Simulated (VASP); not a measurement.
Wanted: the native input for a VASP 6.6.1 run.

```
Task                   : single point
Functional             : LDA
Potentials or basis    : VASP PAW LDA potentials, release 64 (Be)
Cutoff                 : 520 eV
k mesh                 : 22 × 22 × 12
Occupations            : methfessel-paxton, width 0.05 eV
Spin                   : no spin polarisation
Dipole correction      : no
Further INCAR settings : ALGO = Normal; EDIFF = 1e-06; NBANDS = 9
```

The structure of Be lies in POSCAR:

```
Be
1.0
    2.2252549531      0.0000000000      0.0000000000
   -1.1126274765      1.9271273193      0.0000000000
    0.0000000000      0.0000000000      3.5186732168
Be
2
Direct
    0.3333333333      0.6666666667      0.2500000000
    0.6666666667      0.3333333333      0.7500000000
```

These files were run (other wordings do the same):

INCAR

```
ALGO = Normal
EDIFF = 1E-6
ENCUT = 520
GGA = CA
ISIF = 2
ISMEAR = 1
LASPH = T
LCHARG = F
LREAL = F
LWAVE = F
NBANDS = 9
NELM = 60
PREC = Accurate
SIGMA = 0.05
```

KPOINTS

```
k-points
0
Gamma
  22 22 12
```

Potentials or basis: VASP PAW LDA potentials, release 64 (Be).

Run with:

```sh
$ cat potpaw_LDA.64/Be/POTCAR > POTCAR
$ mpirun -np 1 vasp_std > vasp.out
```

Results of the run:

The pressure is 0.5 GPa. The band gap on the k mesh is zero (bands 2 and 3 overlap by 1.94 eV).

Run time: 14 s on 1 thread of Intel(R) Xeon(R) 6975P-C (Granite Rapids), on a shared host, peak memory 0.14 GiB.
